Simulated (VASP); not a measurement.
# Ta3N (P-3m1) in VASP: notebook

Runs on Ta3N. Level: PBEsol. Tasks: single point.

Program: VASP 6.6.1. These are calculated values, not measurements. Logs are shortened: lines on timing, memory, paths and dates and some standing lists are left out, and cuts for length are marked.

**1. The cell of the first run**

Symmetry: P-3m1, No. 164, trigonal system. Conventional cell: a = 3.032 Å, b = 3.032 Å, c = 7.223 Å, α = 90.00°, β = 90.00°, γ = 120.00°. Ta (site symmetry 3m) has 3 N at 2.14 Å within 2.8 Å. Ta (site symmetry -3m) has 12 Ta at 2.95 to 3.03 Å and 2 N at 3.61 Å within 3.9 Å. N (site symmetry -3m) has 6 Ta at 2.14 Å within 2.8 Å.

**2. Single point, PBEsol**

Contents of INCAR:

```
SYSTEM = Ta3N
PREC = Accurate
ENCUT = 520
EDIFF = 1E-6
ISMEAR = -1
SIGMA = 0.05
LREAL = .FALSE.
LASPH = .TRUE.
NELM = 80
ALGO = Normal
ISIF = 2
LWAVE = .FALSE.
LCHARG = .TRUE.
GGA = PS
LELF = .TRUE.
LVHAR = .TRUE.
NBANDS = 27
```

Contents of KPOINTS:

```
regular mesh
0
G
  8 8 3
  0 0 0
```

Contents of POSCAR:

```
Ta3N
1.0
    3.0322239879      0.0000000000      0.0000000000
   -1.5161119940      2.6259830035      0.0000000000
    0.0000000000      0.0000000000      7.2231715200
Ta N
3 1
Direct
    0.6666666667      0.3333333333      0.8286225240
    0.3333333333      0.6666666667      0.1713774760
    0.0000000000      0.0000000000      0.5000000000
    0.0000000000      0.0000000000      0.0000000000
```

Potentials or basis: VASP PAW PBE potentials, release 64 (Ta_pv, N).

The run is started by

```sh
cat potpaw_PBE.64/Ta_pv/POTCAR potpaw_PBE.64/N/POTCAR > POTCAR
mpirun -np 1 vasp_std > vasp.out
```

OUTCAR:

```text
SYSTEM = Ta3N
   PREC = Accurate
   ENCUT = 520
   EDIFF = 1E-6
   ISMEAR = -1
   LREAL = .FALSE.
   LASPH = .TRUE.
   NELM = 80
   ISIF = 2
   GGA = PS

 ion  position               nearest neighbor table
   1  0.667  0.333  0.829-   4 2.14   4 2.14   4 2.14   3 2.95   3 2.95   3 2.95   2 3.03   2 3.03
                             2 3.03
   2  0.333  0.667  0.171-   4 2.14   4 2.14   4 2.14   3 2.95   3 2.95   3 2.95   1 3.03   1 3.03
                             1 3.03
   3  0.000  0.000  0.500-   1 2.95   2 2.95   1 2.95   2 2.95   1 2.95   2 2.95
   4  0.000  0.000  0.000-   1 2.14   2 2.14   1 2.14   2 2.14   1 2.14   2 2.14

  LATTYP: Found a hexagonal cell.
 ALAT       =     3.0322239879
 C/A-ratio  =     2.3821365271

  Lattice vectors:

 A1 = (   3.0322239879,   0.0000000000,   0.0000000000)
 A2 = (  -1.5161119940,   2.6259830035,   0.0000000000)
 A3 = (   0.0000000000,   0.0000000000,   7.2231715200)

Analysis of symmetry for initial positions (statically):
=====================================================================
 Subroutine PRICEL returns:
 Original cell was already a primitive cell.

 Routine SETGRP: Setting up the symmetry group for a
 hexagonal supercell.

 Subroutine GETGRP returns: Found 12 space group operations
 (whereof 12 operations were pure point group operations)
 out of a pool of 24 trial point group operations.

The static configuration has the point symmetry D_3d.

Analysis of symmetry for dynamics (positions and initial velocities):
=====================================================================
 Subroutine PRICEL returns:
 Original cell was already a primitive cell.

 Routine SETGRP: Setting up the symmetry group for a
 hexagonal supercell.

 Subroutine GETGRP returns: Found 12 space group operations
 (whereof 12 operations were pure point group operations)
 out of a pool of 24 trial point group operations.

The dynamic configuration has the point symmetry D_3d.

 Subroutine INISYM returns: Found 12 space group operations
 (whereof 12 operations are pure point group operations),
 and found     1 'primitive' translations

----------------------------------------------------------------------------------------

                                     Primitive cell

  volume of cell :      57.5150

  direct lattice vectors                    reciprocal lattice vectors
     3.032223988  0.000000000  0.000000000     0.329790940  0.190404888  0.000000000
    -1.516111994  2.625983004  0.000000000     0.000000000  0.380809776  0.000000000
     0.000000000  0.000000000  7.223171520     0.000000000  0.000000000  0.138443341

  length of vectors
     3.032223988  3.032223988  7.223171520     0.380809776  0.380809776  0.138443341

  position of ions in fractional coordinates (direct lattice)
     0.666666667  0.333333333  0.828622524
     0.333333333  0.666666667  0.171377476
     0.000000000  0.000000000  0.500000000
     0.000000000  0.000000000  0.000000000

  ion indices of the primitive-cell ions
   primitive index   ion index
                 1           1
                 2           2
                 3           3
                 4           4

----------------------------------------------------------------------------------------

 KPOINTS: regular mesh

Automatic generation of k-mesh.
 Grid dimensions read from file:
 generate k-points for:    8    8    3

 Generating k-lattice:

  Cartesian coordinates                     Fractional coordinates (reciprocal lattice)
     0.041223868  0.023800611  0.000000000     0.125000000  0.000000000  0.000000000
     0.000000000  0.047601222  0.000000000     0.000000000  0.125000000  0.000000000
     0.000000000  0.000000000  0.046147780     0.000000000  0.000000000  0.333333333

  Length of vectors
     0.047601222  0.047601222  0.046147780

  Shift w.r.t. Gamma in fractional coordinates (k-lattice)
     0.000000000  0.000000000  0.000000000

 Subroutine IBZKPT returns following result:
 ===========================================

 Found     25 irreducible k-points:

 Following reciprocal coordinates:
            Coordinates               Weight
  0.000000  0.000000  0.000000      1.000000
  0.125000  0.000000  0.000000      6.000000
  0.250000  0.000000  0.000000      6.000000
  0.375000  0.000000  0.000000      6.000000
  0.500000  0.000000  0.000000      3.000000
  0.125000  0.125000  0.000000      6.000000
[... 16 lines left out ...]
 -0.125000  0.500000  0.333333     12.000000
  0.250000  0.250000  0.333333     12.000000
   k-points           NKPTS =     25   k-points in BZ     NKDIM =     25   number of bands    NBANDS=     27
   number of dos      NEDOS =    301   number of ions     NIONS =      4
   total plane-waves  NPLWV =  31104
   dimension x,y,z NGX =    24 NGY =   24 NGZ =   54
   dimension x,y,z NGXF=    48 NGYF=   48 NGZF=  108
   ions per type =               3   1
   NGX,Y,Z   is equivalent  to a cutoff of  13.16, 13.16, 12.43 a.u.
   NGXF,Y,Z  is equivalent  to a cutoff of  26.32, 26.32, 24.86 a.u.
 SYSTEM =  Ta3N
   PREC   = accura    normal or accurate (medium, high low for compatibility)
   ISTART =      0    job   : 0-new  1-cont  2-samecut
   ICHARG =      2    charge: 1-file 2-atom 10-const
   ISPIN  =      1    spin polarized calculation?
   LNONCOLLINEAR =      F non collinear calculations
   LSORBIT =      F    spin-orbit coupling
   LASPH  =      T    aspherical Exc in radial PAW
   ENCUT  =  520.0 eV  38.22 Ry    6.18 a.u.   5.64  5.64 13.43*2*pi/ulx,y,z
   NELM   =     80;   NELMIN=  2; NELMDL= -5     # of ELM steps
   EDIFF  = 0.1E-05   stopping-criterion for ELM
   LREAL  =      F    real-space projection
   EDIFFG = 0.1E-04   stopping-criterion for IOM
   NSW    =      0    number of steps for IOM
   IBRION =     -1    ionic relax: 0-MD 1-quasi-New 2-CG
   NFREE  =      0    steps in history (QN), initial steepest desc. (CG)
   ISIF   =      2    stress and relaxation
   ISYM   =      2    0-nonsym 1-usesym 2-fastsym
   POTIM  = 0.5000    time-step for ionic-motion
   TEBEG  =    0.0;   TEEND  =   0.0 temperature during run
   PSTRESS=    0.0 pullay stress
   NELECT =      38.0000    total number of electrons
   NUPDOWN=      -1.0000    fix difference up-down
   EMIN   =  10.00;   EMAX   =-10.00  energy-range for DOS
   EFERMI =   0.00;   METHOD = LEGACY
   ISMEAR =    -1;   SIGMA  =   0.05  broadening in eV -4-tet -1-fermi 0-gaus
   EFERMI_NEDOS =   21; number of points for ismear=-14 and -15
   IALGO  =     38    algorithm
   IMIX   =      4    mixing-type and parameters
     AMIX     =   0.40;   BMIX     =  1.00
     AMIX_MAG =   1.60;   BMIX_MAG =  1.00
  volume/ion in A,a.u.               =      14.38        97.03
  Fermi-wavevector in a.u.,A,eV,Ry     =   1.425856  2.694477 27.661532  2.033065
  Thomas-Fermi vector in A             =   2.546195
   LORBIT       =      0    0 simple, 1 ext, 2 COOP (PROOUT), +10 PAW based schemes
   GGA     = PS    functional components
   LHFCALC =     F    Hartree Fock is set to
   AEXX    =    0.0000 exact exchange contribution
   IVDW    =     0    specifies the selected vdW correction
   LEPSILON=     F    determine dielectric tensor
   LRPA    =     F    only Hartree local field effects (RPA)
 non-spin polarized calculation
  energy-cutoff  :      520.00
  volume of cell :       57.51
 maximum number of plane-waves:      1587
 NGX is ok and might be reduce to    24
   NGX = 11   NGY = 11   NGZ = 27

 number of electron      38.0000001 magnetization

 Free energy of the ion-electron system (eV)
  ---------------------------------------------------
  ext. energy  EPLUGINS =         0.00000000
  ---------------------------------------------------
  free energy    TOTEN  =       -48.40987007 eV

  energy without entropy =      -48.39429966  energy(sigma->0) =      -48.40208487

 E-fermi :   6.8896     XC(G=0): -13.0178

 val. band max:        6.8447018164   @ k =   0.2500   0.2500   0.0000
 cond. band min:       6.9364638948   @ k =   0.2500   0.0000   0.0000
 fundamental gap:      0.0917620784
 Fermi energy:         6.8896480199

 k-point     1 :       0.0000    0.0000    0.0000
  band No.  band energies     occupation
      1     -28.3113      2.00000
      2     -27.9128      2.00000
      3     -27.6132      2.00000
      4     -27.6132      2.00000
      5     -27.5637      2.00000
      6     -27.5637      2.00000
[... 19 lines left out ...]
     26       9.2120      0.00000
     27      10.2336      0.00000

 k-point     2 :       0.1250    0.0000    0.0000
  band No.  band energies     occupation
      1     -28.2893      2.00000
      2     -27.9193      2.00000
      3     -27.7100      2.00000
      4     -27.6597      2.00000
      5     -27.6522      2.00000
      6     -27.5777      2.00000
[... 19 lines left out ...]
     26      10.0227      0.00000
     27      10.9650      0.00000

 k-point     3 :       0.2500    0.0000    0.0000
  band No.  band energies     occupation
      1     -28.2666      2.00000
      2     -28.0790      2.00000
      3     -27.8874      2.00000
      4     -27.7599      2.00000
      5     -27.7352      2.00000
      6     -27.6215      2.00000
[... 19 lines left out ...]
     26      11.0275      0.00000
     27      11.7769      0.00000

 k-point     4 :       0.3750    0.0000    0.0000
  band No.  band energies     occupation
      1     -28.3761      2.00000
      2     -28.2962      2.00000
      3     -27.9920      2.00000
      4     -27.8120      2.00000
      5     -27.7382      2.00000
      6     -27.6698      2.00000
[... 19 lines left out ...]
     26      11.6623      0.00000
     27      12.1386      0.00000
[... 516 lines left out ...]
      4     -27.9343      2.00000
      5     -27.7967      2.00000
      6     -27.7510      2.00000
[... 19 lines left out ...]
     26      11.9147      0.00000
     27      12.2108      0.00000

 k-point    23 :      -0.1250    0.5000    0.3333
  band No.  band energies     occupation
      1     -28.4354      2.00000
      2     -28.2985      2.00000
      3     -27.9770      2.00000
      4     -27.8855      2.00000
      5     -27.8062      2.00000
      6     -27.7243      2.00000
[... 19 lines left out ...]
     26      12.2703      0.00000
     27      12.6901      0.00000

 k-point    24 :       0.2500    0.2500    0.3333
  band No.  band energies     occupation
      1     -28.3467      2.00000
      2     -28.2262      2.00000
      3     -28.0560      2.00000
      4     -27.9210      2.00000
      5     -27.8387      2.00000
      6     -27.7468      2.00000
[... 19 lines left out ...]
     26      12.1130      0.00000
     27      12.5080      0.00000

 [... further k-points ...]

------------------------ aborting loop because EDIFF is reached ----------------------------------------

  FORCE on cell =-STRESS in cart. coord.  units (eV):
  Direction    XX          YY          ZZ          XY          YZ          ZX
  --------------------------------------------------------------------------------------
  -------------------------------------------------------------------------------------
  Total        0.5724813      0.5724813      2.8254483     -0.0000000      0.0000000     -0.0000000
  in kB       15.9474319     15.9474319     78.7076286     -0.0000000      0.0000000     -0.0000000
  external PRESSURE =      36.8674975 kB  Pullay stress =       0.0000000 kB

 VOLUME and BASIS-vectors are now :
 -----------------------------------------------------------------------------
  energy-cutoff  :      520.00
  volume of cell :       57.51
      direct lattice vectors                 reciprocal lattice vectors
     3.032223988  0.000000000  0.000000000     0.329790940  0.190404888  0.000000000
    -1.516111994  2.625983004  0.000000000     0.000000000  0.380809776  0.000000000
     0.000000000  0.000000000  7.223171520     0.000000000  0.000000000  0.138443341

 POSITION                                       TOTAL-FORCE (eV/Angst)
 -----------------------------------------------------------------------------------
      1.51611      0.87533      5.98528         0.000000      0.000000     -0.065986
     -0.00000      1.75066      1.23789        -0.000000      0.000000      0.065986
      0.00000      0.00000      3.61159        -0.000000      0.000000      0.000000
      0.00000      0.00000      0.00000         0.000000      0.000000      0.000000
 -----------------------------------------------------------------------------------
    total drift:                                0.000000      0.000000      0.000000

  FREE ENERGIE OF THE ION-ELECTRON SYSTEM (eV)
  ---------------------------------------------------
  free  energy   TOTEN  =       -48.4098700710 eV

  energy  without entropy=      -48.3942996623  energy(sigma->0) =      -48.40208487
```

Run time: 71 s. Hardware: 1 thread of Intel Xeon 8259CL, shared host; peak memory 0.2 GiB.

Results:

```
Free energy            : -48.4099 eV
Pressure               : 3.7 GPa
Largest force          : 0.066 eV/Å
Band gap on the k mesh : zero (bands 19 and 20 overlap by 0.72 eV)
```

Forces in eV/Å, atoms in the order of the input:
```
Ta   0.000  0.000 -0.066
Ta   0.000  0.000  0.066
Ta   0.000  0.000  0.000
N    0.000  0.000  0.000
```

Stress tensor (GPa, compression positive):
```
1.59 0.00 0.00
0.00 1.59 0.00
0.00 0.00 7.87
```

Levels at points of the mesh, in eV from the Fermi level:
```tsv
k point	band 17	band 18	band 19	band 20	band 21	band 22
(0.00, 0.00, 0.00)	-0.80	-0.80	-0.06	0.10	0.10	1.18
(0.50, 0.00, 0.00)	-1.25	-0.50	0.51	0.59	0.92	3.22
```

Caveat: the cell stands under pressure; the PAW data sets were made with another functional, which shifts forces and pressure a little; spin-orbit coupling is left out, which moves the levels of the heavy elements.

**3. Single point, PBEsol**

This run uses another cell than the first one, of 14.68 Å³/atom.

Contents of INCAR:

```
PREC     = Accurate       # precision mode
ENCUT    = 520            # plane-wave cutoff, eV
EDIFF    = 1E-7           # SCF threshold, eV
ISMEAR   = -1             # smearing method
SIGMA    = 0.05           # smearing width, eV
LREAL    = F              # projectors in reciprocal space
LASPH    = T              # aspherical terms in the spheres
NELM     = 80             # most SCF steps
ALGO     = Normal         # electronic algorithm
ISIF     = 2              # what is computed and relaxed
LWAVE    = F              # write WAVECAR
LCHARG   = F              # write CHGCAR
GGA      = PS             # functional
NBANDS   = 27             # bands
```

Contents of KPOINTS:

```
Automatic mesh
0
Gamma
  8 8 3
```

Contents of POSCAR:

```
Ta3N
1.0
    3.0322239879      0.0000000000      0.0000000000
   -1.5161119940      2.6259830035      0.0000000000
    0.0000000000      0.0000000000      7.3736542600
Ta N
3 1
Direct
    0.6666666667      0.3333333333      0.8287832940
    0.3333333333      0.6666666667      0.1712167060
    0.0000000000      0.0000000000      0.5000000000
    0.0000000000      0.0000000000      0.0000000000
```

Potentials or basis: VASP PAW PBE potentials, release 64 (Ta_pv, N).

The run is started by

```sh
cat potpaw_PBE.64/Ta_pv/POTCAR potpaw_PBE.64/N/POTCAR > POTCAR
mpirun -np 1 vasp_std > vasp.out
```

Run time: 77 s. Hardware: 1 thread of Intel Xeon 8259CL, shared host; peak memory 0.19 GiB.

It converged, with:

* Free energy: -48.4371 eV
* Pressure: -2.1 GPa
* Largest force: 0.061 eV/Å
* Band gap on the k mesh: zero (bands 19 and 20 overlap by 0.60 eV)

Forces in eV/Å, atoms in the order of the input:
```
Ta   0.000  0.000 -0.061
Ta   0.000  0.000  0.061
Ta   0.000  0.000  0.000
N    0.000  0.000  0.000
```

Stress tensor (GPa, compression positive):
```
-2.83  0.00  0.00
 0.00 -2.83  0.00
 0.00  0.00 -0.52
```

Levels at points of the mesh, in eV from the Fermi level:
| k point | band 15 | band 16 | band 17 | band 18 | band 19 | band 20 | band 21 | band 22 | band 23 | band 24 |
| --- | --- | --- | --- | --- | --- | --- | --- | --- | --- | --- |
| (0.00, 0.00, 0.00) | -3.43 | -1.32 | -0.65 | -0.65 | -0.22 | 0.20 | 0.20 | 1.10 | 1.97 | 1.97 |
| (0.50, 0.00, 0.00) | -3.84 | -3.14 | -1.21 | -0.53 | 0.44 | 0.64 | 0.89 | 3.33 | 4.17 | 4.36 |

Caveat: the PAW data sets were made with another functional, which shifts forces and pressure a little; spin-orbit coupling is left out, which moves the levels of the heavy elements.

[end of part 1 of 2]
